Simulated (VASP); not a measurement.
# NaCl (Fm-3m) in VASP: a series of runs

NaCl is run at these levels: LDA; tasks: elastic constants.

All numbers are computed with VASP 6.6.1; they aren't measurements. Logs are shortened: lines on timing, memory, paths and dates and some standing lists are left out, and cuts for length are marked.

## (1) The cell of the first run

Symmetry: Fm-3m, No. 225, cubic system. Conventional cell: a = 5.287 Å, b = 5.287 Å, c = 5.287 Å, α = 90.00°, β = 90.00°, γ = 90.00°. Na (site symmetry m-3m) has 6 Cl at 2.64 Å within 3.5 Å. Within 3.5 Å of Cl (site symmetry m-3m) lie 6 Na at 2.64 Å.

## (2) Elastic constants, LDA

INCAR

```
SYSTEM = NaCl
ALGO     = Normal         ! electronic algorithm
EDIFF    = 1E-8           ! SCF threshold, eV
ENCUT    = 600            ! plane-wave cutoff, eV
GGA      = CA             ! functional
IBRION   = 6              ! ionic algorithm
ISIF     = 3              ! what is computed and relaxed
ISMEAR   = 0              ! smearing method
LASPH    = .TRUE.         ! aspherical terms in the spheres
LCHARG   = .FALSE.        ! write CHGCAR
LREAL    = .FALSE.        ! projectors in reciprocal space
LWAVE    = .FALSE.        ! write WAVECAR
NBANDS   = 14             ! bands
NELM     = 60             ! most SCF steps
NFREE    = 2            
NSW      = 1              ! ionic steps
POTIM    = 0.015          ! step
PREC     = Accurate       ! precision mode
SIGMA    = 0.01           ! smearing width, eV
```

KPOINTS

```
k-points
0
G
  8 8 8
  0 0 0
```

POSCAR

```
NaCl
1.0
    0.0000000000      2.6436730939      2.6436730939
    2.6436730939      0.0000000000      2.6436730939
    2.6436730939      2.6436730939      0.0000000000
Na Cl
1 1
Direct
    0.0000000000      0.0000000000      0.0000000000
    0.5000000000      0.5000000000      0.5000000000
```

Potentials or basis: VASP PAW LDA potentials, release 64 (Na_pv, Cl).

Run with:

```console
$ cat potpaw_LDA.64/Na_pv/POTCAR potpaw_LDA.64/Cl/POTCAR > POTCAR
$ mpirun -np 1 vasp_std > vasp.out
```

OUTCAR:

```text
SYSTEM = NaCl
   EDIFF = 1E-8
   ENCUT = 600
   GGA = CA
   IBRION = 6
   ISIF = 3
   ISMEAR = 0
   LASPH = .TRUE.
   LREAL = .FALSE.
   NELM = 60
   NFREE = 2
   NSW = 1
   POTIM = 0.015
   PREC = Accurate

 ion  position               nearest neighbor table
   1  0.000  0.000  0.000-   2 2.64   2 2.64   2 2.64   2 2.64   2 2.64   2 2.64
   2  0.500  0.500  0.500-   1 2.64   1 2.64   1 2.64   1 2.64   1 2.64   1 2.64

  LATTYP: Found a face centered cubic cell.
 ALAT       =     5.2873461878

  Lattice vectors:

 A1 = (   0.0000000000,   2.6436730939,   2.6436730939)
 A2 = (   2.6436730939,   0.0000000000,   2.6436730939)
 A3 = (   2.6436730939,   2.6436730939,   0.0000000000)

Analysis of symmetry for initial positions (statically):
=====================================================================
 Subroutine PRICEL returns:
 Original cell was already a primitive cell.

 Routine SETGRP: Setting up the symmetry group for a
 face centered cubic supercell.

 Subroutine GETGRP returns: Found 48 space group operations
 (whereof 48 operations were pure point group operations)
 out of a pool of 48 trial point group operations.

The static configuration has the point symmetry O_h .

Analysis of symmetry for dynamics (positions and initial velocities):
=====================================================================
 Subroutine PRICEL returns:
 Original cell was already a primitive cell.

 Routine SETGRP: Setting up the symmetry group for a
 face centered cubic supercell.

 Subroutine GETGRP returns: Found 48 space group operations
 (whereof 48 operations were pure point group operations)
 out of a pool of 48 trial point group operations.

The dynamic configuration has the point symmetry O_h .

 Subroutine INISYM returns: Found 48 space group operations
 (whereof 48 operations are pure point group operations),
 and found     1 'primitive' translations

----------------------------------------------------------------------------------------

                                     Primitive cell

  volume of cell :      36.9533

  direct lattice vectors                    reciprocal lattice vectors
     0.000000000  2.643673094  2.643673094    -0.189130797  0.189130797  0.189130797
     2.643673094  0.000000000  2.643673094     0.189130797 -0.189130797  0.189130797
     2.643673094  2.643673094  0.000000000     0.189130797  0.189130797 -0.189130797

  length of vectors
     3.738718344  3.738718344  3.738718344     0.327584150  0.327584150  0.327584150

  position of ions in fractional coordinates (direct lattice)
     0.000000000  0.000000000  0.000000000
     0.500000000  0.500000000  0.500000000

  ion indices of the primitive-cell ions
   primitive index   ion index
                 1           1
                 2           2

----------------------------------------------------------------------------------------

 KPOINTS: k-points

Automatic generation of k-mesh.
 Grid dimensions read from file:
 generate k-points for:    8    8    8

 Generating k-lattice:

  Cartesian coordinates                     Fractional coordinates (reciprocal lattice)
    -0.023641350  0.023641350  0.023641350     0.125000000  0.000000000  0.000000000
[... 114 lines left out ...]
  Direction    XX          YY          ZZ          XY          YZ          ZX
  --------------------------------------------------------------------------------------
  -------------------------------------------------------------------------------------
  Total        0.9370980      0.9370980      0.9370980     -0.0000000      0.0000000      0.0000000
  in kB       40.6295799     40.6295799     40.6295799     -0.0000000      0.0000000      0.0000000
  external PRESSURE =      40.6295799 kB  Pullay stress =       0.0000000 kB
[... 89 lines left out ...]
  FREE ENERGIE OF THE ION-ELECTRON SYSTEM (eV)
  ---------------------------------------------------
  free  energy   TOTEN  =        -7.3271843485 eV

  energy  without entropy=       -7.3271843485  energy(sigma->0) =       -7.32718435

[... ionic steps 4 to 14 ...]

--------------------------------------- Ionic step       15  -------------------------------------------

 number of electron      14.0000001 magnetization

------------------------ aborting loop because EDIFF is reached ----------------------------------------
[... 67 lines left out ...]
--------------------------------------- Ionic step       17  -------------------------------------------

 number of electron      14.0000004 magnetization

 Free energy of the ion-electron system (eV)
  ---------------------------------------------------
  ext. energy  EPLUGINS =         0.00000000
  ---------------------------------------------------
  free energy    TOTEN  =        -7.34405563 eV

  energy without entropy =       -7.34405563  energy(sigma->0) =       -7.34405563

 E-fermi :   0.3902     XC(G=0):  -9.5860

 val. band max:        0.3482863621   @ k =   0.0000   0.0000   0.0000
 cond. band min:       5.8927984065   @ k =   0.0000   0.0000   0.0000
 fundamental gap:      5.5445120444
 Fermi energy:         0.3902127296

 k-point     1 :       0.0000    0.0000    0.0000
  band No.  band energies     occupation
      1     -20.1718      2.00000
      2     -20.1718      2.00000
      3     -20.1718      2.00000
      4     -12.7757      2.00000
      5       0.3482      2.00000
      6       0.3483      2.00000
      7       0.3483      2.00000
      8       5.8928      0.00000
      9      11.3289      0.00000
     10      11.3289      0.00000
     11      11.3289      0.00000
     12      13.8316      0.00000
     13      13.8322      0.00000
     14      15.5266      0.00000
[... 377 lines left out ...]
      1     -20.2323      2.00000
      2     -20.1912      2.00000
      3     -20.1818      2.00000
      4     -12.1043      2.00000
      5      -1.9849      2.00000
      6      -0.7678      2.00000
      7      -0.2662      2.00000
      8       8.7995      0.00000
      9      10.2105      0.00000
     10      11.2334      0.00000
     11      12.4752      0.00000
     12      15.3963      0.00000
     13      16.9910      0.00000
     14      18.0507      0.00000

 [... further k-points ...]

------------------------ aborting loop because EDIFF is reached ----------------------------------------

  FORCE on cell =-STRESS in cart. coord.  units (eV):
  Direction    XX          YY          ZZ          XY          YZ          ZX
  --------------------------------------------------------------------------------------
  -------------------------------------------------------------------------------------
  Total        0.9420501      0.9375789      0.9375789     -0.0000000      0.0000000      0.0000000
  in kB       40.8442864     40.6504330     40.6504330     -0.0000000      0.0000000      0.0000000
  external PRESSURE =      40.7150508 kB  Pullay stress =       0.0000000 kB
[... 17 lines left out ...]
  FREE ENERGIE OF THE ION-ELECTRON SYSTEM (eV)
  ---------------------------------------------------
  free  energy   TOTEN  =        -7.3440556275 eV

  energy  without entropy=       -7.3440556275  energy(sigma->0) =       -7.34405563

 INTERNAL STRAIN TENSORS FROM STRAINED CELLS
 ============================================

 INTERNAL STRAIN TENSOR FOR ION    1 for displacements in x,y,z  (eV/Angst):
          X           Y           Z          XY          YZ          ZX
  --------------------------------------------------------------------------------
  x     0.00000     0.00000    -0.00000     0.00000     0.00000    -0.00000
  y    -0.00000    -0.00000     0.00000     0.00000     0.00000     0.00000
  z     0.00000    -0.00000     0.00000     0.00000    -0.00000     0.00000

 INTERNAL STRAIN TENSORS FROM DISPLACED ATOMS
 ============================================

 INTERNAL STRAIN TENSOR FOR ION    1 for displacements in x,y,z  (eV/Angst):
          X           Y           Z          XY          YZ          ZX
  --------------------------------------------------------------------------------
  x     0.00000     0.00000     0.00000     0.00000     0.00000     0.00000
  y     0.00000     0.00000     0.00000     0.00000     0.00000     0.00000
  z     0.00000     0.00000     0.00000     0.00000     0.00000     0.00000

 INTERNAL STRAIN TENSOR FOR ION    2 for displacements in x,y,z  (eV/Angst):
          X           Y           Z          XY          YZ          ZX
  --------------------------------------------------------------------------------
  x     0.00000     0.00000     0.00000     0.00000     0.00000     0.00000
  y     0.00000     0.00000     0.00000     0.00000     0.00000     0.00000
  z     0.00000     0.00000     0.00000     0.00000     0.00000     0.00000

 Eigenvectors and eigenvalues of the dynamical matrix
 ----------------------------------------------------

   1 f  =    7.073630 THz    44.444926 2PiTHz  235.950886 cm-1    29.254168 meV
             X         Y         Z           dx          dy          dz
      0.000000  0.000000  0.000000     0.779655    0.000000    0.000000
      2.643673  2.643673  2.643673    -0.626209    0.000000    0.000000
[... 21 lines left out ...]
   6 f/i=    0.008961 THz     0.056306 2PiTHz    0.298920 cm-1     0.037061 meV
             X         Y         Z           dx          dy          dz
      0.000000  0.000000  0.000000    -0.370634   -0.329697   -0.382188
      2.643673  2.643673  2.643673    -0.461454   -0.410487   -0.475840

--------------------------------------------------------------------------------------------------------

 ELASTIC MODULI CONTR FROM IONIC RELAXATION (kBar)
 Direction    XX          YY          ZZ          XY          YZ          ZX
 --------------------------------------------------------------------------------
 XX           0.0000      0.0000      0.0000      0.0000      0.0000      0.0000
 YY           0.0000      0.0000      0.0000      0.0000      0.0000      0.0000
 ZZ           0.0000      0.0000      0.0000      0.0000      0.0000      0.0000
 XY           0.0000      0.0000      0.0000      0.0000      0.0000      0.0000
 YZ           0.0000      0.0000      0.0000      0.0000      0.0000      0.0000
 ZX           0.0000      0.0000      0.0000      0.0000      0.0000      0.0000
 --------------------------------------------------------------------------------

 TOTAL ELASTIC MODULI (kBar)
 Direction    XX          YY          ZZ          XY          YZ          ZX
 --------------------------------------------------------------------------------
 XX        1096.0337    149.7257    149.7257      0.0000      0.0000      0.0000
 YY         149.7257   1096.0337    149.7257      0.0000     -0.0000      0.0000
 ZZ         149.7257    149.7257   1096.0337      0.0000      0.0000     -0.0000
 XY           0.0000      0.0000      0.0000    132.0359      0.0000     -0.0000
 YZ           0.0000     -0.0000      0.0000      0.0000    132.0359     -0.0000
 ZX           0.0000      0.0000     -0.0000     -0.0000     -0.0000    132.0359
 --------------------------------------------------------------------------------
```

Wall time 5.6 min (1 thread of AMD EPYC 9R45 (Zen 5), shared host); peak memory 0.23 GiB.

Results:

```yaml
Elastic_constants_C11_C12_C44: 110, 15, 13 GPa
Voigt_bulk_modulus: 47 GPa
Highest_phonon_frequency_at_Γ_LO-TO_splitting_left_out: 236 cm⁻¹
```

Phonon frequencies in cm⁻¹ (negative: imaginary):
```
              q point        frequencies
(0.000, 0.000, 0.000)  0 0 0 236 236 236
```

Elastic tensor in Voigt notation (GPa, in the Cartesian axes of the cell as first typed):
```
110  15  15   0   0   0
 15 110  15   0   0   0
 15  15 110   0   0   0
  0   0   0  13   0   0
  0   0   0   0  13   0
  0   0   0   0   0  13
```

Clamped-ion elastic tensor (GPa):
```
110  15  15   0   0   0
 15 110  15   0   0   0
 15  15 110   0   0   0
  0   0   0  13   0   0
  0   0   0   0  13   0
  0   0   0   0   0  13
```

Caveat: the cell is under stress, which shifts elastic constants.

## (3) Elastic constants, LDA

This run uses another cell than the first one, of 19.31 Å³/atom.

INCAR

```
  ALGO = Normal
  EDIFF = 1E-8
  ENCUT = 600
  IBRION = 6
  ISIF = 3
  ISMEAR = 0
  LASPH = True
  LCHARG = False
  LREAL = False
  LWAVE = False
  NELM = 100
  NFREE = 2
  NSW = 1
  POTIM = 0.015
  PREC = Accurate
  SIGMA = 0.01
```

KPOINTS

```
k-points
0
Gamma
  8 8 8
```

POSCAR

```
NaCl
1.0
    0.0000000000      2.6826304758      2.6826304758
    2.6826304758      0.0000000000      2.6826304758
    2.6826304758      2.6826304758      0.0000000000
Na Cl
1 1
Direct
    0.0000000000      0.0000000000      0.0000000000
    0.5000000000      0.5000000000      0.5000000000
```

Potentials or basis: VASP PAW LDA potentials, release 64 (Na_pv, Cl).

Run with:

```console
$ cat potpaw_LDA.64/Na_pv/POTCAR potpaw_LDA.64/Cl/POTCAR > POTCAR
$ mpirun -np 1 vasp_std > vasp.out
```

Wall time 4.7 min (1 thread of AMD EPYC 9R45 (Zen 5), shared host); peak memory 0.21 GiB.

It converged, with:

| Quantity | Value |
| --- | --- |
| Elastic constants C11, C12, C44 | 91, 14, 13 GPa |
| Voigt bulk modulus | 40 GPa |
| Highest phonon frequency at Γ, LO-TO splitting left out | 215 cm⁻¹ |

Phonon frequencies in cm⁻¹ (negative: imaginary):
| q point | frequencies |
| --- | --- |
| (0.000, 0.000, 0.000) | 0 0 0 215 215 215 |

Elastic tensor in Voigt notation (GPa, in the Cartesian axes of the cell as first typed):
```
91 14 14  0  0  0
14 91 14  0  0  0
14 14 91  0  0  0
 0  0  0 13  0  0
 0  0  0  0 13  0
 0  0  0  0  0 13
```

Clamped-ion elastic tensor (GPa):
```
91 14 14  0  0  0
14 91 14  0  0  0
14 14 91  0  0  0
 0  0  0 13  0  0
 0  0  0  0 13  0
 0  0  0  0  0 13
```

Caveat: the cell is under stress, which shifts elastic constants.
